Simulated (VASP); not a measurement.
Here is a VASP 6.6.1 calculation.

File POSCAR:

```
CdSe
1.0
    0.0000000000      3.0287757647      3.0287757647
    3.0287757647      0.0000000000      3.0287757647
    3.0287757647      3.0287757647      0.0000000000
Cd Se
1 1
Direct
    0.0000000000      0.0000000000      0.0000000000
    0.7500000000      0.7500000000      0.7500000000
```

INCAR.step1

```
SYSTEM = CdSe
  PREC = Accurate
  ENCUT = 520
  ISMEAR = 0
  SIGMA = 0.01
  LREAL = .False.
  LASPH = .True.
  NELM = 80
  NBANDS = 16
  GGA = PE
  ALGO = Normal
  EDIFF = 1E-4
  LWAVE = .True.
  LCHARG = .False.
```

The input INCAR.step2:

```
SYSTEM = CdSe
  PREC = Accurate
  ENCUT = 520
  EDIFF = 1E-7
  ISMEAR = 0
  SIGMA = 0.01
  LREAL = .False.
  LASPH = .True.
  NELM = 80
  ALGO = Normal
  ISIF = 2
  LWAVE = .False.
  LCHARG = .False.
  METAGGA = R2SCAN
  LMIXTAU = .True.
  NBANDS = 16
  ISTART = 1
```

The input KPOINTS:

```
regular mesh
0
Gamma
  5 5 5
  0 0 0
```

Potentials or basis: VASP PAW PBE potentials, release 64 (Cd, Se).

Launch:

```console
$ cat potpaw_PBE.64/Cd/POTCAR potpaw_PBE.64/Se/POTCAR > POTCAR
$ cp INCAR.step1 INCAR
$ mpirun -np 1 vasp_std > vasp.out
$ cp INCAR.step2 INCAR
$ mpirun -np 1 vasp_std > vasp.out
```

Estimate the pressure.

2.4 GPa.

What does it give for the band gap on the k mesh?

1.11 eV, direct.

Caveat: the PAW data sets were made with another functional, which shifts forces and pressure a little. r2SCAN opens gaps a little over a GGA but as a rule still falls short of measured ones.
